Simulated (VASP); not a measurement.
Write the native input for VASP 6.6.1 that does the following.

```
Task                   : single point
Functional             : r2SCAN
Potentials or basis    : VASP PAW PBE potentials, release 64 (Na_pv, Sc_sv)
Cutoff                 : 520 eV
k mesh                 : 15 × 15 × 8
Occupations            : fermi-dirac, width 0.05 eV
Spin                   : no spin polarisation
Dipole correction      : no
Further INCAR settings : ALGO = Normal; EDIFF = 1e-06; NBANDS = 20
```

The system is Na2Sc.

```xyz
3
Lattice="3.3731 0.0000 0.0000 -1.6865 2.9212 0.0000 0.0000 0.0000 5.6300" Properties=species:S:1:pos:R:3 pbc="T T T"
Na    0.0000    1.9475    1.4075
Na    1.6865    0.9737    4.2225
Sc    0.0000    0.0000    0.0000
```

These files were run (other wordings do the same):

POSCAR

```
Na2Sc
1.0
    3.3730850600      0.0000000000      0.0000000000
   -1.6865425300      2.9211773500      0.0000000000
    0.0000000000      0.0000000000      5.6300470300
Na Sc
2 1
Direct
    0.3333333300      0.6666666700      0.2500000000
    0.6666666700      0.3333333300      0.7500000000
    0.0000000000      0.0000000000      0.0000000000
```

INCAR.step1

```
SYSTEM = Na2Sc
PREC = Accurate
ENCUT = 520
ISMEAR = -1
SIGMA = 0.05
LREAL = .False.
LASPH = .True.
NELM = 100
NBANDS = 20
GGA = PE
ALGO = Normal
EDIFF = 1E-4
LWAVE = .True.
LCHARG = .False.
```

INCAR.step2

```
SYSTEM = Na2Sc
PREC = Accurate
ENCUT = 520
EDIFF = 1E-6
ISMEAR = -1
SIGMA = 0.05
LREAL = .False.
LASPH = .True.
NELM = 100
ALGO = Normal
ISIF = 2
LWAVE = .False.
LCHARG = .True.
METAGGA = R2SCAN
LMIXTAU = .True.
LELF = .True.
LVHAR = .True.
NBANDS = 20
ISTART = 1
```

KPOINTS

```
Automatic mesh
0
Gamma
  15 15 8
  0 0 0
```

Potentials or basis: VASP PAW PBE potentials, release 64 (Na_pv, Sc_sv).

Command:

```console
$ cat potpaw_PBE.64/Na_pv/POTCAR potpaw_PBE.64/Sc_sv/POTCAR > POTCAR
$ cp INCAR.step1 INCAR
$ mpirun -np 1 vasp_std > vasp.out
$ cp INCAR.step2 INCAR
$ mpirun -np 1 vasp_std > vasp.out
```

Results of the run:

- Pressure: 28.2 GPa
- Largest force: 3.811 eV/Å
- Band gap on the k mesh: zero (an odd number of electrons rules out a gap without spin polarisation)

Caveat: the cell stands under pressure; the PAW data sets were made with another functional, which shifts forces and pressure a little.

It used 520 s of CPU time on 1 thread of Intel(R) Xeon(R) 6975P-C (Granite Rapids), with other jobs on the host.
